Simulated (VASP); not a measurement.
# LuSeBr (P-6m2) in VASP: single point with PBE

Aim: the single point of LuSeBr with PBE.

All numbers are computed with VASP 6.6.1; they aren't measurements. Logs are shortened: lines on timing, memory, paths and dates and some standing lists are left out, and cuts for length are marked.

## 1. The cell of the first run

Symmetry: P-6m2, No. 187, hexagonal system. The conventional cell has a = 4.524 Å, b = 4.524 Å, c = 5.532 Å, α = 90.00°, β = 90.00°, γ = 120.00°. Lu (site symmetry -6m2) has 3 Br at 2.61 Å within 3.4 Å. Se (site symmetry -6m2) has 6 Lu at 3.80 Å and 6 Br at 3.80 Å and 6 Se at 4.52 Å within 5.0 Å. Within 3.4 Å of Br (site symmetry -6m2) lie 3 Lu at 2.61 Å.

## 2. Single point, PBE

INCAR reads:

```
SYSTEM = LuSeBr
  PREC = Accurate
  ENCUT = 520
  EDIFF = 1E-6
  ISMEAR = 0
  SIGMA = 0.1
  LREAL = .FALSE.
  LASPH = .TRUE.
  NELM = 60
  ALGO = Normal
  ISIF = 2
  LWAVE = .FALSE.
  LCHARG = .TRUE.
  GGA = PE
  LELF = .TRUE.
  LVHAR = .TRUE.
  NBANDS = 26
```

KPOINTS reads:

```
regular mesh
0
G
  6 6 4
  0 0 0
```

POSCAR reads:

```
LuSeBr
1.0
    4.5236900400      0.0000000000      0.0000000000
   -2.2618450200      3.9176305000      0.0000000000
    0.0000000000      0.0000000000      5.5317367500
Lu Se Br
1 1 1
Direct
    0.6666666700      0.3333333300      0.5000000000
    0.0000000000      0.0000000000      0.0000000000
    0.3333333300      0.6666666700      0.5000000000
```

Potentials or basis: VASP PAW PBE potentials, release 64 (Lu, Se, Br).

On the command line:

```bash
$ cat potpaw_PBE.64/Lu/POTCAR potpaw_PBE.64/Se/POTCAR potpaw_PBE.64/Br/POTCAR > POTCAR
$ mpirun -np 1 vasp_std > vasp.out
```

OUTCAR:

```text
SYSTEM = LuSeBr
   PREC = Accurate
   ENCUT = 520
   EDIFF = 1E-6
   ISMEAR = 0
   LREAL = .FALSE.
   LASPH = .TRUE.
   NELM = 60
   ISIF = 2
   GGA = PE

 ion  position               nearest neighbor table
   1  0.667  0.333  0.500-   3 2.61   3 2.61   3 2.61
   2  0.000  0.000  0.000-
   3  0.333  0.667  0.500-   1 2.61   1 2.61   1 2.61

  LATTYP: Found a hexagonal cell.
 ALAT       =     4.5236900400
 C/A-ratio  =     1.2228372636

  Lattice vectors:

 A1 = (   4.5236900400,   0.0000000000,   0.0000000000)
 A2 = (  -2.2618450200,   3.9176305000,   0.0000000000)
 A3 = (   0.0000000000,   0.0000000000,   5.5317367500)

Analysis of symmetry for initial positions (statically):
=====================================================================
 Subroutine PRICEL returns:
 Original cell was already a primitive cell.

 Routine SETGRP: Setting up the symmetry group for a
 hexagonal supercell.

 Subroutine GETGRP returns: Found 12 space group operations
 (whereof 12 operations were pure point group operations)
 out of a pool of 24 trial point group operations.

The static configuration has the point symmetry D_3h.

Analysis of symmetry for dynamics (positions and initial velocities):
=====================================================================
 Subroutine PRICEL returns:
 Original cell was already a primitive cell.

 Routine SETGRP: Setting up the symmetry group for a
 hexagonal supercell.

 Subroutine GETGRP returns: Found 12 space group operations
 (whereof 12 operations were pure point group operations)
 out of a pool of 24 trial point group operations.

The dynamic configuration has the point symmetry D_3h.

 Subroutine INISYM returns: Found 12 space group operations
 (whereof 12 operations are pure point group operations),
 and found     1 'primitive' translations

----------------------------------------------------------------------------------------

                                     Primitive cell

  volume of cell :      98.0342

  direct lattice vectors                    reciprocal lattice vectors
     4.523690040  0.000000000  0.000000000     0.221058470  0.127628167  0.000000000
    -2.261845020  3.917630500  0.000000000     0.000000000  0.255256334  0.000000000
     0.000000000  0.000000000  5.531736750     0.000000000  0.000000000  0.180775052

  length of vectors
     4.523690040  4.523690046  5.531736750     0.255256334  0.255256334  0.180775052

  position of ions in fractional coordinates (direct lattice)
     0.666666670  0.333333330  0.500000000
     0.000000000  0.000000000  0.000000000
     0.333333330  0.666666670  0.500000000

  ion indices of the primitive-cell ions
   primitive index   ion index
                 1           1
                 2           2
                 3           3

----------------------------------------------------------------------------------------

 KPOINTS: regular mesh

Automatic generation of k-mesh.
 Grid dimensions read from file:
 generate k-points for:    6    6    4

 Generating k-lattice:

  Cartesian coordinates                     Fractional coordinates (reciprocal lattice)
     0.036843078  0.021271361  0.000000000     0.166666667 -0.000000000  0.000000000
     0.000000000  0.042542722  0.000000000     0.000000000  0.166666667  0.000000000
     0.000000000  0.000000000  0.045193763     0.000000000  0.000000000  0.250000000

  Length of vectors
     0.042542722  0.042542722  0.045193763

  Shift w.r.t. Gamma in fractional coordinates (k-lattice)
     0.000000000  0.000000000  0.000000000

 Subroutine IBZKPT returns following result:
 ===========================================

 Found     21 irreducible k-points:

 Following reciprocal coordinates:
            Coordinates               Weight
  0.000000  0.000000  0.000000      1.000000
  0.166667 -0.000000  0.000000      6.000000
  0.333333 -0.000000  0.000000      6.000000
  0.500000  0.000000  0.000000      3.000000
  0.166667  0.166667  0.000000      6.000000
  0.333333  0.166667  0.000000     12.000000
[... 13 lines left out ...]
  0.333333  0.166667  0.500000     12.000000
  0.333333  0.333333  0.500000      2.000000
   k-points           NKPTS =     21   k-points in BZ     NKDIM =     21   number of bands    NBANDS=     26
   number of dos      NEDOS =    301   number of ions     NIONS =      3
   total plane-waves  NPLWV =  54432
   dimension x,y,z NGX =    36 NGY =   36 NGZ =   42
   dimension x,y,z NGXF=    72 NGYF=   72 NGZF=   84
   ions per type =               1   1   1
   NGX,Y,Z   is equivalent  to a cutoff of  13.23, 13.23, 12.62 a.u.
   NGXF,Y,Z  is equivalent  to a cutoff of  26.46, 26.46, 25.24 a.u.
 SYSTEM =  LuSeBr
   PREC   = accura    normal or accurate (medium, high low for compatibility)
   ISTART =      0    job   : 0-new  1-cont  2-samecut
   ICHARG =      2    charge: 1-file 2-atom 10-const
   ISPIN  =      1    spin polarized calculation?
   LNONCOLLINEAR =      F non collinear calculations
   LSORBIT =      F    spin-orbit coupling
   LASPH  =      T    aspherical Exc in radial PAW
   ENCUT  =  520.0 eV  38.22 Ry    6.18 a.u.   8.41  8.41 10.29*2*pi/ulx,y,z
   NELM   =     60;   NELMIN=  2; NELMDL= -5     # of ELM steps
   EDIFF  = 0.1E-05   stopping-criterion for ELM
   LREAL  =      F    real-space projection
   EDIFFG = 0.1E-04   stopping-criterion for IOM
   NSW    =      0    number of steps for IOM
   IBRION =     -1    ionic relax: 0-MD 1-quasi-New 2-CG
   NFREE  =      0    steps in history (QN), initial steepest desc. (CG)
   ISIF   =      2    stress and relaxation
   ISYM   =      2    0-nonsym 1-usesym 2-fastsym
   POTIM  = 0.5000    time-step for ionic-motion
   TEBEG  =    0.0;   TEEND  =   0.0 temperature during run
   PSTRESS=    0.0 pullay stress
   NELECT =      38.0000    total number of electrons
   NUPDOWN=      -1.0000    fix difference up-down
   EMIN   =  10.00;   EMAX   =-10.00  energy-range for DOS
   EFERMI =   0.00;   METHOD = LEGACY
   ISMEAR =     0;   SIGMA  =   0.10  broadening in eV -4-tet -1-fermi 0-gaus
   EFERMI_NEDOS =   21; number of points for ismear=-14 and -15
   IALGO  =     38    algorithm
   IMIX   =      4    mixing-type and parameters
     AMIX     =   0.40;   BMIX     =  1.00
     AMIX_MAG =   1.60;   BMIX_MAG =  1.00
  volume/ion in A,a.u.               =      32.68       220.52
  Fermi-wavevector in a.u.,A,eV,Ry     =   1.193649  2.255670 19.385563  1.424799
  Thomas-Fermi vector in A             =   2.329659
   LORBIT       =      0    0 simple, 1 ext, 2 COOP (PROOUT), +10 PAW based schemes
   GGA     = PE    functional components
   LHFCALC =     F    Hartree Fock is set to
   AEXX    =    0.0000 exact exchange contribution
   IVDW    =     0    specifies the selected vdW correction
   LEPSILON=     F    determine dielectric tensor
   LRPA    =     F    only Hartree local field effects (RPA)
 non-spin polarized calculation
 Gauss-broadening in eV      SIGMA  =   0.10
  energy-cutoff  :      520.00
  volume of cell :       98.03
 maximum number of plane-waves:      2655
 NGX is ok and might be reduce to    36
   NGX = 17   NGY = 17   NGZ = 21

 number of electron      37.9999998 magnetization

 Free energy of the ion-electron system (eV)
  ---------------------------------------------------
  ext. energy  EPLUGINS =         0.00000000
  ---------------------------------------------------
  free energy    TOTEN  =       -11.40966419 eV

  energy without entropy =      -11.40700059  energy(sigma->0) =      -11.40833239

 E-fermi :   1.8553     XC(G=0):  -8.7367

 val. band max:        1.8480681313   @ k =   0.0000   0.0000   0.0000
 cond. band min:       2.1128940304   @ k =   0.3333   0.3333   0.2500
 fundamental gap:      0.2648258991
 Fermi energy:         1.8553169291

 k-point     1 :       0.0000    0.0000    0.0000
  band No.  band energies     occupation
      1     -56.2936      2.00000
      2     -26.9888      2.00000
      3     -26.9888      2.00000
      4     -26.8702      2.00000
      5     -15.7236      2.00000
      6      -9.2344      2.00000
[... 18 lines left out ...]
     25       6.1422      0.00000
     26       8.4321      0.00000

 k-point     2 :       0.1667   -0.0000    0.0000
  band No.  band energies     occupation
      1     -56.2935      2.00000
      2     -27.0045      2.00000
      3     -26.9914      2.00000
      4     -26.8695      2.00000
      5     -15.6423      2.00000
      6      -9.2122      2.00000
[... 18 lines left out ...]
     25       5.5435      0.00000
     26       8.2740      0.00000

 k-point     3 :       0.3333   -0.0000    0.0000
  band No.  band energies     occupation
      1     -56.2932      2.00000
      2     -27.0356      2.00000
      3     -26.9966      2.00000
      4     -26.8681      2.00000
      5     -15.4774      2.00000
      6      -9.1621      2.00000
[... 18 lines left out ...]
     25       5.1804      0.00000
     26       7.8603      0.00000

 k-point     4 :       0.5000    0.0000    0.0000
  band No.  band energies     occupation
      1     -56.2931      2.00000
      2     -27.0510      2.00000
      3     -26.9993      2.00000
      4     -26.8674      2.00000
      5     -15.3937      2.00000
      6      -9.1335      2.00000
[... 18 lines left out ...]
     25       6.7773      0.00000
     26       6.8091      0.00000
[... 409 lines left out ...]
      1     -56.2933      2.00000
      2     -27.0260      2.00000
      3     -26.9971      2.00000
      4     -26.8690      2.00000
      5     -15.5135      2.00000
      6      -9.1720      2.00000
[... 18 lines left out ...]
     25       5.6013      0.00000
     26       6.7820      0.00000

 k-point    20 :       0.3333    0.1667    0.5000
  band No.  band energies     occupation
      1     -56.2931      2.00000
      2     -27.0464      2.00000
      3     -27.0038      2.00000
      4     -26.8679      2.00000
      5     -15.3902      2.00000
      6      -9.1022      2.00000
[... 18 lines left out ...]
     25       6.4020      0.00000
     26       7.2274      0.00000

 k-point    21 :       0.3333    0.3333    0.5000
  band No.  band energies     occupation
      1     -56.2930      2.00000
      2     -27.0487      2.00000
      3     -27.0105      2.00000
      4     -26.8675      2.00000
      5     -15.3485      2.00000
      6      -9.0780      2.00000
[... 18 lines left out ...]
     25       6.7790      0.00000
     26       7.6826      0.00000

------------------------ aborting loop because EDIFF is reached ----------------------------------------

  FORCE on cell =-STRESS in cart. coord.  units (eV):
  Direction    XX          YY          ZZ          XY          YZ          ZX
  --------------------------------------------------------------------------------------
  -------------------------------------------------------------------------------------
  Total        2.5983856      2.5983856     -9.3599114      0.0000000      0.0000000      0.0000000
  in kB       42.4655119     42.4655120   -152.9693788      0.0000000      0.0000000      0.0000000
  external PRESSURE =     -22.6794517 kB  Pullay stress =       0.0000000 kB

 VOLUME and BASIS-vectors are now :
 -----------------------------------------------------------------------------
  energy-cutoff  :      520.00
  volume of cell :       98.03
      direct lattice vectors                 reciprocal lattice vectors
     4.523690040  0.000000000  0.000000000     0.221058470  0.127628167  0.000000000
    -2.261845020  3.917630500  0.000000000     0.000000000  0.255256334  0.000000000
     0.000000000  0.000000000  5.531736750     0.000000000  0.000000000  0.180775052

 POSITION                                       TOTAL-FORCE (eV/Angst)
 -----------------------------------------------------------------------------------
      2.26185      1.30588      2.76587        -0.000000      0.000000      0.000000
      0.00000      0.00000      0.00000         0.000000     -0.000000      0.000000
     -0.00000      2.61175      2.76587         0.000000     -0.000000      0.000000
 -----------------------------------------------------------------------------------
    total drift:                               -0.000047      0.000027      0.000000

  FREE ENERGIE OF THE ION-ELECTRON SYSTEM (eV)
  ---------------------------------------------------
  free  energy   TOTEN  =       -11.4096641927 eV

  energy  without entropy=      -11.4070005918  energy(sigma->0) =      -11.40833239
```

Run time: 53 s. Hardware: 1 thread of Intel Xeon Platinum 8488C (Sapphire Rapids), shared host; peak memory 0.26 GiB.

What came out:

```yaml
Free_energy: -11.4097 eV
Pressure: -2.3 GPa
Band_gap_on_the_k_mesh: zero (band 19 reaches 1.85 eV, above the bottom of band 20 at 1.65 eV)
```

Stress tensor (GPa, compression positive):
```
  4.25   0.00   0.00
  0.00   4.25   0.00
  0.00   0.00 -15.30
```

Caveat: spin-orbit coupling is left out, which moves the levels of the heavy elements.
